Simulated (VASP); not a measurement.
Crystal: CuO.

```
Cu O
1.0
     2.55255    0.00000    0.00000
     0.00000    2.55255    0.00000
     0.00000    0.00000    2.55255
Cu O
1 1
Direct
  0.00000 0.00000 0.00000
  0.50000 0.50000 0.50000
```

- Program: VASP 6.6.1
- Task: relaxation of cell and atoms
- Functional: PBE
- Potentials or basis: VASP PAW PBE potentials, release 64 (Cu_sv_GW, O)
- Cutoff: 820 eV
- k mesh: 10 × 10 × 10
- Occupations: fermi-dirac, width 0.05 eV
- Spin: no spin polarisation
- Hubbard terms: Cu d U = 6.0 eV

At the start: pressure 17.5 GPa; volume 8.32 Å³/atom.

Question: How do energy, volume and symmetry change on relaxing?

Answer: Over 3 steps the energy falls by 36.2 meV/atom and the volume is 9.03 Å³/atom (+8.6 %); space group Pm-3m (No. 221, to 0.1 Å) before and after.

The path:
```
step  energy change (eV)  largest force (eV/Å)  pressure (GPa)  volume (Å³)
   1              0.0000                0.0000           17.46        16.63
   2             -0.0531                0.0000           -7.04        18.91
   3             -0.0724                0.0000           -0.01        18.07
```

Final structure:
```
Cu O
1.0
     2.62407    0.00000    0.00000
     0.00000    2.62407    0.00000
     0.00000    0.00000    2.62407
Cu O
1 1
Direct
  0.00000 0.00000 0.00000
  0.50000 0.50000 0.50000
```

Caveat: an odd number of electrons without spin polarisation forces a metal; a magnetic or distorted state may lie lower; U without spin polarisation on a metal has little footing.
